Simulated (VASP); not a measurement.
Set up this calculation in VASP 6.6.1, as the native input.

* Task: single point
* Functional: PBE
* Potentials or basis: VASP PAW PBE potentials, release 64 (Hf_pv, O)
* Cutoff: 600 eV
* k mesh: 2 × 2 × 2
* Occupations: gaussian, width 0.01 eV
* Spin: no spin polarisation
* Dipole correction: no
* Further INCAR settings: ALGO = Normal; EDIFF = 1e-06; NBANDS = 18

The structure of HfO2 lies in POSCAR:

```
HfO2
1.0
    0.0000000000      2.5291823194      2.5291823194
    2.5291823194      0.0000000000      2.5291823194
    2.5291823194      2.5291823194      0.0000000000
Hf O
1 2
Direct
    0.0000000000      0.0000000000      0.0000000000
    0.2500000000      0.2500000000      0.2500000000
    0.7500000000      0.7500000000      0.7500000000
```

One way to write it, as run:

INCAR

```
SYSTEM = HfO2
PREC = Accurate ; ENCUT = 600
EDIFF = 1E-6 ; ISMEAR = 0
SIGMA = 0.01 ; LREAL = .FALSE.
LASPH = .TRUE. ; NELM = 120
ALGO = Normal ; ISIF = 2
LWAVE = .FALSE. ; LCHARG = .FALSE.
GGA = PE ; NBANDS = 18
GGA_COMPAT = .FALSE.
```

KPOINTS

```
Automatic mesh
0
G
  2 2 2
  0 0 0
```

Potentials or basis: VASP PAW PBE potentials, release 64 (Hf_pv, O).

Launch:

```bash
$ cat potpaw_PBE.64/Hf_pv/POTCAR potpaw_PBE.64/O/POTCAR > POTCAR
$ mpirun -np 1 vasp_std > vasp.out
```

It gave:

```
Pressure               : 6.0 GPa
Band gap on the k mesh : 3.62 eV, direct
```

Caveat: the k points lie up to 1.08 Å⁻¹ apart; spin-orbit coupling is left out, which moves the levels of the heavy elements.

Wall time 3.8 s on 1 thread of Intel(R) Xeon(R) 6975P-C (Granite Rapids), on a shared host, peak memory 0.16 GiB.
